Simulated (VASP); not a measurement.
Si3Sn, 4 atoms in the cell. It takes space group P-4m2 (No. 115, tetragonal). The conventional cell has a = 3.735 Å, b = 3.735 Å, c = 5.281 Å, α = 90.00°, β = 90.00°, γ = 90.00°. Si (site symmetry 2mm) has 2 Si at 2.29 Å and 2 Sn at 2.29 Å within 3.0 Å. Within 3.0 Å of Si (site symmetry -4m2) lie 4 Si at 2.29 Å. Sn (site symmetry -4m2) has 4 Si at 2.29 Å within 3.0 Å. 

| Item | Value |
| --- | --- |
| Program | VASP 6.6.1 |
| Task | relaxation of cell and atoms |
| Functional | PBE |
| Potentials or basis | VASP PAW PBE potentials, release 64 (Si, Sn_d) |
| Cutoff | 600 eV |
| k mesh | 6 × 6 × 4 |
| Occupations | gaussian, width 0.1 eV |
| Spin | no spin polarisation |
| Dipole correction | no |
| Further INCAR settings | ALGO = Normal; EDIFF = 1e-07; IBRION = 2; EDIFFG = -0.04; NSW = 90; ISIF = 3 |

Potentials or basis: VASP PAW PBE potentials, release 64 (Si, Sn_d).

The run is started by

```console
$ cat potpaw_PBE.64/Si/POTCAR potpaw_PBE.64/Sn_d/POTCAR > POTCAR
$ mpirun -np 1 vasp_std > vasp.out
```

Hardware: 1 thread of Intel Xeon 8259CL, with other jobs on the host.

Question: How long does it take, and how much memory?

Answer: It took 6.9 min on 1 thread of Intel Xeon 8259CL, with other jobs on the host, peak memory 0.22 GiB. Counts: scf iterations 85, k points 30, ion steps 8.
